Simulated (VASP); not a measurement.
The system is InSe.

```
In Se
1.0
     4.05000    0.00000    0.00000
    -2.02500    3.50740    0.00000
     0.00000    0.00000   16.93000
In Se
4 4
Direct
  0.33333 0.66667 0.15700
  0.66667 0.33333 0.65700
  0.33333 0.66667 0.34300
  0.66667 0.33333 0.84300
  0.33333 0.66667 0.60200
  0.66667 0.33333 0.10200
  0.33333 0.66667 0.89800
  0.66667 0.33333 0.39800
```

| Quantity | Value |
| --- | --- |
| Program | VASP 6.6.1 |
| Task | relaxation of cell and atoms |
| Functional | PBE |
| Dispersion | D3(BJ) |
| Potentials or basis | VASP PAW PBE potentials, release 64 (In_d, Se) |
| Cutoff | 600 eV |
| k mesh | 9 × 9 × 2 |
| Occupations | gaussian, width 0.03 eV |
| Spin | no spin polarisation |

At the start: pressure 6.0 GPa; volume 30.06 Å³/atom.

How do energy, volume and symmetry change on relaxing?

Over 21 steps the energy falls by 235.5 meV/atom and the volume is 29.51 Å³/atom (-1.8 %); space group P6_3/mmc (No. 194, to 0.1 Å) before and after.

The path:
| step | energy change (eV) | largest force (eV/Å) | pressure (GPa) | volume (Å³) |
| --- | --- | --- | --- | --- |
| 1 | 0.0000 | 2.9070 | 5.96 | 240.49 |
| 2 | -1.1000 | 0.2693 | -4.41 | 280.98 |
| 3 | -1.3896 | 0.8298 | -2.17 | 266.69 |
| 4 | -1.6667 | 0.3208 | -1.19 | 254.23 |
| 5 | -1.7214 | 0.2780 | -0.30 | 246.46 |
| 6 | -1.8289 | 0.3119 | 0.48 | 240.32 |
| 7 | -1.8499 | 0.3315 | 1.09 | 236.15 |
| 8 | -1.8674 | 0.1210 | -0.64 | 241.08 |
| 9 | -1.8775 | 0.0468 | -0.01 | 239.23 |
| 10 | -1.8775 | 0.0523 | 0.00 | 239.17 |
| 11 | -1.8785 | 0.0415 | -0.02 | 239.09 |
| 12 | -1.8787 | 0.0737 | -0.04 | 239.03 |
| 13 | -1.8794 | 0.0641 | -0.03 | 238.81 |
| 14 | -1.8811 | 0.0509 | 0.01 | 238.16 |
| 15 | -1.8819 | 0.0736 | 0.11 | 236.84 |
| 16 | -1.8829 | 0.0475 | 0.03 | 236.93 |
| 17 | -1.8833 | 0.0253 | -0.11 | 237.07 |
| 18 | -1.8834 | 0.0236 | -0.09 | 237.05 |
| 19 | -1.8839 | 0.0262 | -0.04 | 236.61 |
| 20 | -1.8842 | 0.0291 | 0.05 | 235.94 |
| 21 | -1.8843 | 0.0068 | -0.01 | 236.05 |

Final structure:
```
CELL_PARAMETERS angstrom
4.03306 0.00000 0.00000
-2.01653 3.49273 0.00000
0.00000 0.00000 16.75718
ATOMIC_POSITIONS crystal
In 0.33333 0.66667 0.16664
In 0.66667 0.33333 0.66664
In 0.33333 0.66667 0.33336
In 0.66667 0.33333 0.83336
Se 0.33333 0.66667 0.58971
Se 0.66667 0.33333 0.08971
Se 0.33333 0.66667 0.91029
Se 0.66667 0.33333 0.41029
```
